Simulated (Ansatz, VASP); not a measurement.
One calculation of Y, two programs

```
Y
1.0
     3.65150    0.00000    0.00000
    -1.82575    3.16229    0.00000
     0.00000    0.00000    5.74740
Y
2
Direct
  0.33333 0.66667 0.25000
  0.66667 0.33333 0.75000
```

Alike in both runs: task single point; functional LDA; k mesh 12 × 12 × 7; occupations fermi-dirac, width 0.08 eV; no spin polarisation.

|  | VASP | Ansatz |
| --- | --- | --- |
| version | VASP 6.6.1 | Ansatz 0.2.0 |
| potentials or method | VASP PAW LDA potentials, release 64 (Y_sv), cutoff 520 eV | all-electron LAPW, scalar-relativistic |

```csv
,VASP,Ansatz,Ansatz less VASP
pressure (GPa),-4.0,-3.9,+0.10
"traceless stress, the component that is largest in VASP (GPa)",-0.39,-0.40,-0.007
```

LDA's correlation is that of Perdew and Zunger in VASP and of Perdew and Wang (1992) in Ansatz. Ansatz ran all-electron here, and VASP with PAW potentials.
